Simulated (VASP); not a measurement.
# Al (P6_3/mmc) in VASP: notebook

Runs on Al. Level: PBEsol+D3(BJ). Tasks: single point.

Program: VASP 6.6.1. These are calculated values, not measurements. Logs are shortened: lines on timing, memory, paths and dates and some standing lists are left out, and cuts for length are marked.

### Step 1. The cell of the first run

Symmetry: P6_3/mmc, No. 194, hexagonal system. The conventional cell has a = 2.726 Å, b = 2.726 Å, c = 9.313 Å, α = 90.00°, β = 90.00°, γ = 120.00°. Al (site symmetry -3m) has 12 Al at 2.73 to 2.81 Å within 3.6 Å. Within 3.6 Å of Al (site symmetry -6m2) lie 12 Al at 2.73 to 2.81 Å.

### Step 2. Single point, PBEsol+D3(BJ) (volume 14.987 Å^3 an atom, c/a of the conventional cell 3.4162)

The input, INCAR:

```
SYSTEM = Al
PREC = Accurate
ENCUT = 520
EDIFF = 1E-7
ISMEAR = 0
SIGMA = 0.15
LREAL = .False.
LASPH = .True.
NELM = 60
ALGO = Normal
ISIF = 2
LWAVE = .False.
LCHARG = .False.
GGA = PS
IVDW = 12
NBANDS = 14
```

The input, KPOINTS:

```
Automatic mesh
0
Gamma
  18 18 6
  0 0 0
```

The input, POSCAR:

```
Al
1.0
    2.7262578318      0.0000000000      0.0000000000
   -1.3631289159      2.3610085396      0.0000000000
    0.0000000000      0.0000000000      9.3134420050
Al
4
Direct
    0.0000000000      0.0000000000      0.0000000000
    0.3333333333      0.6666666667      0.2500000000
    0.0000000000      0.0000000000      0.5000000000
    0.6666666667      0.3333333333      0.7500000000
```

Potentials or basis: VASP PAW PBE potentials, release 64 (Al).

Command:

```bash
> cat potpaw_PBE.64/Al/POTCAR > POTCAR
> mpirun -np 1 vasp_std > vasp.out
```

OUTCAR:

```text
SYSTEM = Al
   PREC = Accurate
   ENCUT = 520
   EDIFF = 1E-7
   ISMEAR = 0
   LREAL = .False.
   LASPH = .True.
   NELM = 60
   ISIF = 2
   GGA = PS
   IVDW = 12
 IVDW          = 12

 ion  position               nearest neighbor table
   1  0.000  0.000  0.000-   2 2.81   4 2.81   2 2.81   4 2.81   4 2.81   2 2.81
   2  0.333  0.667  0.250-   1 2.81   3 2.81   1 2.81   3 2.81   1 2.81   3 2.81
   3  0.000  0.000  0.500-   2 2.81   4 2.81   2 2.81   4 2.81   4 2.81   2 2.81
   4  0.667  0.333  0.750-   1 2.81   3 2.81   1 2.81   3 2.81   1 2.81   3 2.81

  LATTYP: Found a hexagonal cell.
 ALAT       =     2.7262578318
 C/A-ratio  =     3.4162000000

  Lattice vectors:

 A1 = (   2.7262578318,   0.0000000000,   0.0000000000)
 A2 = (  -1.3631289159,   2.3610085396,   0.0000000000)
 A3 = (   0.0000000000,   0.0000000000,   9.3134420050)

Analysis of symmetry for initial positions (statically):
=====================================================================
 Subroutine PRICEL returns:
 Original cell was already a primitive cell.

 Routine SETGRP: Setting up the symmetry group for a
 hexagonal supercell.

 Subroutine GETGRP returns: Found 24 space group operations
 (whereof 12 operations were pure point group operations)
 out of a pool of 24 trial point group operations.

The static configuration has the point symmetry D_3d.
 The point group associated with its full space group is D_6h.

Analysis of symmetry for dynamics (positions and initial velocities):
=====================================================================
 Subroutine PRICEL returns:
 Original cell was already a primitive cell.

 Routine SETGRP: Setting up the symmetry group for a
 hexagonal supercell.

 Subroutine GETGRP returns: Found 24 space group operations
 (whereof 12 operations were pure point group operations)
 out of a pool of 24 trial point group operations.

The dynamic configuration has the point symmetry D_3d.
 The point group associated with its full space group is D_6h.

 Subroutine INISYM returns: Found 24 space group operations
 (whereof 12 operations are pure point group operations),
 and found     1 'primitive' translations

----------------------------------------------------------------------------------------

                                     Primitive cell

  volume of cell :      59.9480

  direct lattice vectors                    reciprocal lattice vectors
[... 102 lines left out ...]
   NELECT =      12.0000    total number of electrons
   NUPDOWN=      -1.0000    fix difference up-down
   EMIN   =  10.00;   EMAX   =-10.00  energy-range for DOS
   EFERMI =   0.00;   METHOD = LEGACY
   ISMEAR =     0;   SIGMA  =   0.15  broadening in eV -4-tet -1-fermi 0-gaus
   EFERMI_NEDOS =   21; number of points for ismear=-14 and -15
   IALGO  =     38    algorithm
   IMIX   =      4    mixing-type and parameters
     AMIX     =   0.40;   BMIX     =  1.00
     AMIX_MAG =   1.60;   BMIX_MAG =  1.00
  volume/ion in A,a.u.               =      14.99       101.14
  Fermi-wavevector in a.u.,A,eV,Ry     =   0.957658  1.809711 12.478018  0.917108
  Thomas-Fermi vector in A             =   2.086695
   LORBIT       =      0    0 simple, 1 ext, 2 COOP (PROOUT), +10 PAW based schemes
   GGA     = PS    functional components
   LHFCALC =     F    Hartree Fock is set to
   AEXX    =    0.0000 exact exchange contribution
   IVDW    =    12    specifies the selected vdW correction
   LEPSILON=     F    determine dielectric tensor
   LRPA    =     F    only Hartree local field effects (RPA)
 non-spin polarized calculation
 Gauss-broadening in eV      SIGMA  =   0.15
  energy-cutoff  :      520.00
  volume of cell :       59.95
 maximum number of plane-waves:      1637
   NGX = 11   NGY = 11   NGZ = 35

 number of electron      12.0000000 magnetization

 Free energy of the ion-electron system (eV)
  ---------------------------------------------------
  ext. energy  EPLUGINS =         0.00000000
  ---------------------------------------------------
  free energy    TOTEN  =       -16.18249587 eV

  energy without entropy =      -16.16352625  energy(sigma->0) =      -16.17301106

 E-fermi :   8.9681     XC(G=0): -10.6123

 val. band max:        8.9634679016   @ k =   0.2778   0.1111   0.5000
 cond. band min:       9.0081840926   @ k =   0.2778   0.2222   0.0000
 fundamental gap:      0.0447161910
 Fermi energy:         8.9681427198

 k-point     1 :       0.0000    0.0000    0.0000
  band No.  band energies     occupation
      1      -2.8249      2.00000
      2      -1.1337      2.00000
      3      -1.1280      2.00000
      4       3.7551      2.00000
      5       3.9086      2.00000
      6      11.7553      0.00000
      7      11.7633      0.00000
      8      20.9817      0.00000
      9      21.1012      0.00000
     10      21.1012      0.00000
     11      21.1208      0.00000
     12      21.1208      0.00000
     13      21.9847      0.00000
     14      21.9957      0.00000
[... 377 lines left out ...]
      1       2.5388      2.00000
      2       4.1261      2.00000
      3       4.1320      2.00000
      4       5.3025      2.00000
      5       6.9761      2.00000
      6       7.0011      2.00000
      7       8.8770      1.60979
      8       9.2698      0.00445
      9      11.3881      0.00000
     10      11.6024      0.00000
     11      13.0531      0.00000
     12      13.7787      0.00000
     13      14.1947      0.00000
     14      16.9287      0.00000

 [... further k-points ...]

------------------------ aborting loop because EDIFF is reached ----------------------------------------

 Edisp (eV)   -1.40012

 E8    (eV) :    -0.9429

  FORCE on cell =-STRESS in cart. coord.  units (eV):
  Direction    XX          YY          ZZ          XY          YZ          ZX
  --------------------------------------------------------------------------------------
  -------------------------------------------------------------------------------------
  Total       2.24173     2.24173     0.43875    -0.00000     0.00000     0.00000
  in kB      59.91283    59.91283    11.72619    -0.00000     0.00000     0.00000
  external pressure =       43.85 kB  Pullay stress =        0.00 kB

 VOLUME and BASIS-vectors are now :
 -----------------------------------------------------------------------------
  energy-cutoff  :      520.00
  volume of cell :       59.95
      direct lattice vectors                 reciprocal lattice vectors
     2.726257832  0.000000000  0.000000000     0.366803165  0.211773906  0.000000000
    -1.363128916  2.361008540  0.000000000     0.000000000  0.423547812  0.000000000
     0.000000000  0.000000000  9.313442005     0.000000000  0.000000000  0.107371689

 POSITION                                       TOTAL-FORCE (eV/Angst)
 -----------------------------------------------------------------------------------
      0.00000      0.00000      0.00000         0.000000      0.000000      0.000000
     -0.00000      1.57401      2.32836        -0.000000      0.000000      0.000000
      0.00000      0.00000      4.65672         0.000000      0.000000      0.000000
      1.36313      0.78700      6.98508         0.000000     -0.000000     -0.000000
 -----------------------------------------------------------------------------------
    total drift:                               -0.000000      0.000000     -0.000000

  FREE ENERGIE OF THE ION-ELECTRON SYSTEM (eV)
  ---------------------------------------------------
  free  energy   TOTEN  =       -17.5826153958 eV

  energy  without entropy=      -17.5636457820  energy(sigma->0) =      -17.57313059
```

Wall time 58 s (1 thread of Intel Xeon Platinum 8488C (Sapphire Rapids), shared host); peak memory 0.23 GiB.

What came out:

| Item | Value |
| --- | --- |
| Free energy | -17.5826 eV |
| Pressure | 4.4 GPa |
| Band gap on the k mesh | zero (band 6 reaches 12.46 eV, above the bottom of band 7 at 7.51 eV) |
| Dispersion energy per atom | -0.350 eV |

Caveat: the PAW data sets were made with another functional, which shifts forces and pressure a little; pairwise dispersion overbinds metals, which lowers pressure and volume.

### Step 3. Single point, PBEsol+D3(BJ) (volume 16.236 Å^3 an atom, c/a of the conventional cell 3.1530)

The input, INCAR:

```
PREC = Accurate ; ENCUT = 520
EDIFF = 1E-6 ; ISMEAR = 0
SIGMA = 0.15 ; LREAL = F
LASPH = T ; NELM = 80
ALGO = Normal ; ISIF = 2
LWAVE = F ; LCHARG = F
GGA = PS ; IVDW = 12
NBANDS = 14
```

The input, KPOINTS:

```
regular mesh
0
Gamma
  18 18 6
```

The input, POSCAR:

```
Al
1.0
    2.8758185265      0.0000000000      0.0000000000
   -1.4379092632      2.4905319006      0.0000000000
    0.0000000000      0.0000000000      9.0674558139
Al
4
Direct
    0.0000000000      0.0000000000      0.0000000000
    0.3333333333      0.6666666667      0.2500000000
    0.0000000000      0.0000000000      0.5000000000
    0.6666666667      0.3333333333      0.7500000000
```

Potentials or basis: VASP PAW PBE potentials, release 64 (Al).

Command:

```bash
> cat potpaw_PBE.64/Al/POTCAR > POTCAR
> mpirun -np 1 vasp_std > vasp.out
```

It took 3.4 min on 1 thread of AMD EPYC 7R13, shared host; peak memory 0.23 GiB.

Results (log left out):

```
Free energy                : -17.5969 eV
Pressure                   : -3.1 GPa
Band gap on the k mesh     : zero (band 6 reaches 12.51 eV, above the bottom of band 7 at 6.45 eV)
Dispersion energy per atom : -0.323 eV
```

Stress tensor (GPa, compression positive):
```
-4.13  0.00  0.00
 0.00 -4.13  0.00
 0.00  0.00 -0.91
```

Levels at points of the mesh, in eV from the Fermi level:
| k point | band 3 | band 4 | band 5 | band 6 | band 7 | band 8 | band 9 | band 10 |
| --- | --- | --- | --- | --- | --- | --- | --- | --- |
| (0.00, 0.00, 0.00) | -9.45 | -4.46 | -3.96 | 4.13 | 4.15 | 10.21 | 10.21 | 10.45 |
| (0.50, 0.00, 0.00) | -4.02 | -3.92 | -3.44 | -3.32 | 0.86 | 1.33 | 1.65 | 1.93 |
| (0.00, 0.00, 0.50) | -7.25 | -7.25 | -0.38 | -0.38 | 9.20 | 9.20 | 10.55 | 10.55 |
| (0.50, 0.00, 0.50) | -4.92 | -4.92 | -1.84 | -1.84 | -1.17 | -1.17 | 4.93 | 4.93 |

Caveat: the PAW data sets were made with another functional, which shifts forces and pressure a little; pairwise dispersion overbinds metals, which lowers pressure and volume.

### Step 4. Single point, PBEsol+D3(BJ) (volume 16.236 Å^3 an atom, c/a of the conventional cell 3.2168)

The input, INCAR:

```
SYSTEM = Al
ALGO = Fast ; EDIFF = 1E-6
ENCUT = 520 ; GGA = PS
ISIF = 2 ; ISMEAR = 0
IVDW = 12 ; LASPH = .TRUE.
LCHARG = .FALSE. ; LREAL = .FALSE.
LWAVE = .FALSE. ; NBANDS = 14
NELM = 100 ; PREC = Accurate
SIGMA = 0.15
```

The input, KPOINTS:

```
k-points
0
G
  18 18 6
  0 0 0
```

The input, POSCAR:

```
Al
1.0
    2.8566790341      0.0000000000      0.0000000000
   -1.4283395170      2.4739566140      0.0000000000
    0.0000000000      0.0000000000      9.1893651168
Al
4
Direct
    0.0000000000      0.0000000000      0.0000000000
    0.3333333333      0.6666666667      0.2500000000
    0.0000000000      0.0000000000      0.5000000000
    0.6666666667      0.3333333333      0.7500000000
```

Potentials or basis: VASP PAW PBE potentials, release 64 (Al).

Command:

```bash
> cat potpaw_PBE.64/Al/POTCAR > POTCAR
> mpirun -np 1 vasp_std > vasp.out
```

OUTCAR:

```text
SYSTEM = Al
   EDIFF = 1E-6
   ENCUT = 520
   GGA = PS
   ISIF = 2
   ISMEAR = 0
   IVDW = 12
   LASPH = .TRUE.
   LREAL = .FALSE.
   NELM = 100
   PREC = Accurate
 IVDW          = 12

 ion  position               nearest neighbor table
   1  0.000  0.000  0.000-   2 2.83   4 2.83   2 2.83   4 2.83   4 2.83   2 2.83
   2  0.333  0.667  0.250-   1 2.83   3 2.83   1 2.83   3 2.83   1 2.83   3 2.83
   3  0.000  0.000  0.500-   2 2.83   4 2.83   2 2.83   4 2.83   4 2.83   2 2.83
   4  0.667  0.333  0.750-   1 2.83   3 2.83   1 2.83   3 2.83   1 2.83   3 2.83

  LATTYP: Found a hexagonal cell.
 ALAT       =     2.8566790341
 C/A-ratio  =     3.2168000000

  Lattice vectors:

 A1 = (   2.8566790341,   0.0000000000,   0.0000000000)
 A2 = (  -1.4283395170,   2.4739566140,   0.0000000000)
 A3 = (   0.0000000000,   0.0000000000,   9.1893651168)

Analysis of symmetry for initial positions (statically):
=====================================================================
 Subroutine PRICEL returns:
 Original cell was already a primitive cell.

 Routine SETGRP: Setting up the symmetry group for a
 hexagonal supercell.

 Subroutine GETGRP returns: Found 24 space group operations
[... 194 lines left out ...]
     13      19.8618      0.00000
     14      20.0527      0.00000
[... 377 lines left out ...]
      1       1.7840      2.00000
      2       3.4381      2.00000
      3       3.4492      2.00000
      4       4.3371      2.00000
      5       6.0221      2.00000
      6       6.0599      2.00000
      7       8.2127      0.34835
      8       8.7384      0.00000
      9      10.4285      0.00000
     10      10.6782      0.00000
     11      11.6520      0.00000
     12      12.3561      0.00000
     13      12.5991      0.00000
     14      16.3674      0.00000

 [... further k-points ...]

------------------------ aborting loop because EDIFF is reached ----------------------------------------

 Edisp (eV)   -1.29088

 E8    (eV) :    -0.8693

  FORCE on cell =-STRESS in cart. coord.  units (eV):
  Direction    XX          YY          ZZ          XY          YZ          ZX
  --------------------------------------------------------------------------------------
  -------------------------------------------------------------------------------------
  Total      -1.55996    -1.55996    -0.74773    -0.00000     0.00000     0.00000
  in kB     -38.48438   -38.48438   -18.44648    -0.00000     0.00000     0.00000
  external pressure =      -31.81 kB  Pullay stress =        0.00 kB

 VOLUME and BASIS-vectors are now :
 -----------------------------------------------------------------------------
  energy-cutoff  :      520.00
  volume of cell :       64.94
      direct lattice vectors                 reciprocal lattice vectors
     2.856679034  0.000000000  0.000000000     0.350056828  0.202105404  0.000000000
    -1.428339517  2.473956614  0.000000000     0.000000000  0.404210807  0.000000000
     0.000000000  0.000000000  9.189365117     0.000000000  0.000000000  0.108821446

 POSITION                                       TOTAL-FORCE (eV/Angst)
 -----------------------------------------------------------------------------------
      0.00000      0.00000      0.00000        -0.000000     -0.000000      0.000000
     -0.00000      1.64930      2.29734        -0.000000      0.000000     -0.000000
      0.00000      0.00000      4.59468        -0.000000     -0.000000      0.000000
      1.42834      0.82465      6.89202         0.000000     -0.000000     -0.000000
 -----------------------------------------------------------------------------------
    total drift:                               -0.000000      0.000000      0.000000

  FREE ENERGIE OF THE ION-ELECTRON SYSTEM (eV)
  ---------------------------------------------------
  free  energy   TOTEN  =       -17.6116302468 eV

  energy  without entropy=      -17.5950777633  energy(sigma->0) =      -17.60335401
```

stdout:

```text
POSCAR found type information on POSCAR Al
 POSCAR found :  1 types and       4 ions
 scaLAPACK will be used
 -----------------------------------------------------------------------------
|                                                                             |
|                                                                             |
|     You enforced a specific xc type in the INCAR file but a different       |
|     I HOPE YOU KNOW WHAT YOU ARE DOING!                                     |
|                                                                             |
 -----------------------------------------------------------------------------

 LDA part: xc-table for (Slater+PW92), standard interpolation
 POSCAR, INCAR and KPOINTS ok, starting setup
 FFT: planning ... GRIDC
 FFT: planning ... GRID_SOFT
 FFT: planning ... GRID
 WAVECAR not read
 entering main loop
```

Run time: 4.3 min. Hardware: 1 thread of AMD EPYC 7R13, shared host; peak memory 0.23 GiB.

Results:

```
Free energy                : -17.6116 eV
Pressure                   : -3.2 GPa
Band gap on the k mesh     : zero (band 6 reaches 12.21 eV, above the bottom of band 7 at 6.50 eV)
Dispersion energy per atom : -0.323 eV
```

Caveat: the PAW data sets were made with another functional, which shifts forces and pressure a little; pairwise dispersion overbinds metals, which lowers pressure and volume.

[end of part 1 of 2]
